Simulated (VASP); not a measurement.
Wanted: the native input for a VASP 6.6.1 run.

| Quantity | Value |
| --- | --- |
| Task | single point |
| Functional | PBE |
| Potentials or basis | VASP PAW PBE potentials, release 64 (Li_sv) |
| Cutoff | 520 eV |
| k mesh | 3 × 3 × 3 |
| Occupations | fermi-dirac, width 0.05 eV |
| Spin | no spin polarisation |
| Dipole correction | no |
| Further INCAR settings | LREAL = Auto; ALGO = Normal; EDIFF = 1e-06; NBANDS = 40 |

The structure of Li (a cell with a defect) lies in POSCAR:

```
Li
1.0
    6.9800000000      0.0000000000      0.0000000000
    0.0000000000      6.9800000000      0.0000000000
    0.0000000000      0.0000000000      6.9800000000
Li
17
Direct
    0.0377578797      0.0040107450      0.0118004298
    0.4525277937     -0.0856915473     -0.0838782235
   -0.0034868195      0.4584455587      0.0249285100
    0.0066928367      0.0114369628      0.4721184814
    0.3002038682      0.2429120344      0.2443345272
    0.5137166189      0.4948997135     -0.0100872493
    0.5045011461     -0.0184505731      0.5019767908
    0.7209008596      0.3437171920      0.3588703438
    0.0458763610      0.4796835244      0.4843863897
    0.2702955587      0.7391078797      0.2412406877
    0.2705640401      0.2426921203      0.7485776504
    0.4753626074      0.5477740688      0.5512292264
    0.7657538682      0.7353967049      0.2502922636
    0.7657101719      0.2393498567      0.7441571633
    0.1814392550      0.7243574499      0.7488402579
    0.7809207736      0.7429487106      0.7470018625
    0.6796656160      0.1009392550      0.1132747851
```

The input as run:

INCAR

```
ALGO = Normal ; EDIFF = 1E-6
ENCUT = 520 ; GGA = PE
ISIF = 2 ; ISMEAR = -1
LASPH = True ; LCHARG = True
LELF = True ; LREAL = Auto
LVHAR = True ; LWAVE = False
NBANDS = 40 ; NELM = 60
PREC = Accurate ; SIGMA = 0.05
```

KPOINTS

```
k-points
0
Gamma
  3 3 3
```

Potentials or basis: VASP PAW PBE potentials, release 64 (Li_sv).

Command:

```bash
$ cat potpaw_PBE.64/Li_sv/POTCAR > POTCAR
$ mpirun -np 1 vasp_std > vasp.out
```

Results of the run:

The largest force is 0.015 eV/Å and the band gap on the k mesh is zero (an odd number of electrons rules out a gap without spin polarisation).

Run time: 2.2 min on 1 thread of Intel(R) Xeon(R) 6975P-C (Granite Rapids), with other jobs on the host, peak memory 0.4 GiB.
